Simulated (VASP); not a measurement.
Wanted: the native input for a VASP 6.6.1 run.

* Task: single point
* Functional: LDA
* Potentials or basis: VASP PAW LDA potentials, release 64 (Mg, O)
* Cutoff: 600 eV
* k mesh: 10 × 10 × 10
* Occupations: gaussian, width 0.02 eV
* Spin: no spin polarisation
* Dipole correction: no
* Further INCAR settings: ALGO = Normal; EDIFF = 1e-06; NBANDS = 11

The structure of MgO (lda) lies in POSCAR:

```
MgO
1.0
    0.0000000000      2.0375397131      2.0375397131
    2.0375397131      0.0000000000      2.0375397131
    2.0375397131      2.0375397131      0.0000000000
Mg O
1 1
Direct
    0.0000000000      0.0000000000      0.0000000000
    0.5000000000      0.5000000000      0.5000000000
```

One way to write it, as run:

INCAR

```
SYSTEM = MgO
  PREC = Accurate
  ENCUT = 600
  EDIFF = 1E-6
  ISMEAR = 0
  SIGMA = 0.02
  LREAL = .False.
  LASPH = .True.
  NELM = 120
  ALGO = Normal
  ISIF = 2
  LWAVE = .False.
  LCHARG = .False.
  GGA = CA
  NBANDS = 11
  GGA_COMPAT = .False.
```

KPOINTS

```
regular mesh
0
Gamma
  10 10 10
  0 0 0
```

Potentials or basis: VASP PAW LDA potentials, release 64 (Mg, O).

Command:

```sh
$ cat potpaw_LDA.64/Mg/POTCAR potpaw_LDA.64/O/POTCAR > POTCAR
$ mpirun -np 1 vasp_std > vasp.out
```

Results of the run:

The pressure is 10.0 GPa. The band gap on the k mesh is 5.69 eV, direct.

Wall time 5.8 s on 1 thread of Intel(R) Xeon(R) Platinum 8259CL CPU @ 2.50GHz (Skylake/Cascade Lake), on a shared host, peak memory 0.13 GiB.
